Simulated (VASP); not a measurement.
Input of a VASP 6.6.1 run:

Contents of INCAR:

```
PREC = Accurate
ENCUT = 520
EDIFF = 1E-6
ISMEAR = 0
SIGMA = 0.1
LREAL = False
LASPH = True
NELM = 100
ALGO = Fast
ISIF = 2
LWAVE = False
LCHARG = False
GGA = PE
NBANDS = 57
```

File KPOINTS:

```
Automatic mesh
0
Gamma
  8 8 2
```

Contents of POSCAR:

```
Hf4Te
1.0
    3.7597300962      0.0000000000      0.0000000000
    0.0000000000      3.7597300962      0.0000000000
    0.0000000000      0.0000000000     17.1661818519
Hf Te
8 2
Direct
    0.0000000000      0.5000000000      0.7276158093
    0.5000000000      0.0000000000      0.6417238401
    0.5000000000      0.0000000000      0.8294508860
    0.0000000000      0.5000000000      0.5495293206
    0.5000000000      0.0000000000      0.4504706794
    0.5000000000      0.0000000000      0.2723841907
    0.0000000000      0.5000000000      0.3582761599
    0.0000000000      0.5000000000      0.1705491140
    0.0000000000      0.5000000000      0.9077245678
    0.5000000000      0.0000000000      0.0922754322
```

Potentials or basis: VASP PAW PBE potentials, release 64 (Hf_pv, Te).

Run with:

```sh
$ cat potpaw_PBE.64/Hf_pv/POTCAR potpaw_PBE.64/Te/POTCAR > POTCAR
$ mpirun -np 1 vasp_std > vasp.out
```

Problem. What does it give for the largest force?

Solution. 0.020 eV/Å.

Problem. What does it give for the band gap on the k mesh?

Solution. Zero (bands 46 and 47 overlap by 1.25 eV).

Problem. What does it give for the pressure?

Solution. -0.3 GPa.

Forces in eV/Å, atoms in the order of the input:
```
Hf   0.000  0.000 -0.009
Hf   0.000  0.000  0.002
Hf   0.000  0.000 -0.008
Hf   0.000  0.000  0.007
Hf   0.000  0.000 -0.007
Hf   0.000  0.000  0.009
Hf   0.000  0.000 -0.002
Hf   0.000  0.000  0.008
Te   0.000  0.000 -0.020
Te   0.000  0.000  0.020
```

Caveat: spin-orbit coupling is left out, which moves the levels of the heavy elements; this functional lacks dispersion, which binds layers or chains, so the pressure and a relaxed spacing across them are unreliable.
